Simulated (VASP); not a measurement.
Write the native input for VASP 6.6.1 that does the following.

| Property | Result |
| --- | --- |
| Task | relaxation of cell and atoms |
| Functional | PBE |
| Potentials or basis | VASP PAW PBE potentials, release 64 (Te) |
| Cutoff | 600 eV |
| k mesh | 6 × 6 × 6 |
| Occupations | gaussian, width 0.1 eV |
| Spin | no spin polarisation |
| Dipole correction | no |
| Further INCAR settings | ALGO = Normal; EDIFF = 1e-06; IBRION = 2; EDIFFG = -0.04; NSW = 90; ISIF = 3 |

The structure of Te lies in POSCAR:

```
Te
1.0
    3.1124535511      0.0000000000      0.0000000000
    0.0000000000      3.2209057489      0.0000000000
   -0.1708248815      0.0000000000      3.2367308676
Te
1
Direct
    0.5000000000      0.0000000000      0.5000000000
```

The cell was built from a structure type or drawn by symmetry, and may not be a known phase.

One way to write it, as run:

INCAR

```
PREC     = Accurate       # precision mode
ENCUT    = 600            # plane-wave cutoff, eV
EDIFF    = 1E-6           # SCF threshold, eV
ISMEAR   = 0              # smearing method
SIGMA    = 0.1            # smearing width, eV
LREAL    = F              # projectors in reciprocal space
LASPH    = T              # aspherical terms in the spheres
NELM     = 100            # most SCF steps
ALGO     = Normal         # electronic algorithm
ISIF     = 3              # what is computed and relaxed
LWAVE    = F              # write WAVECAR
LCHARG   = F              # write CHGCAR
GGA      = PE             # functional
IBRION   = 2              # ionic algorithm
NSW      = 90             # ionic steps
EDIFFG   = -0.04          # ionic threshold
```

KPOINTS

```
Automatic mesh
0
Gamma
  6 6 6
```

Potentials or basis: VASP PAW PBE potentials, release 64 (Te).

The run is started by

```bash
$ cat potpaw_PBE.64/Te/POTCAR > POTCAR
$ mpirun -np 1 vasp_std > vasp.out
```

It gave:

```json
{
  "Relaxed volume": "33.10 Å³/atom",
  "Relaxed cell": "a = 2.982 Å, b = 3.333 Å, c = 3.331 Å, α = 90.00°, β = 90.06°, γ = 90.00°",
  "Space group after relaxing (to 0.1 Å)": "P4/mmm (No. 123)",
  "Energy gained by relaxing": "21.0 meV/atom",
  "Ionic steps": "18",
  "Pressure after relaxing": "0.0 GPa",
  "Band gap on the k mesh": "zero (bands 3 and 4 overlap by 4.63 eV)"
}
```

Caveat: spin-orbit coupling is left out, which moves the levels of the heavy elements.

It took 3.8 min on 1 thread of Intel Xeon 8259CL, with other jobs on the host, peak memory 0.18 GiB.
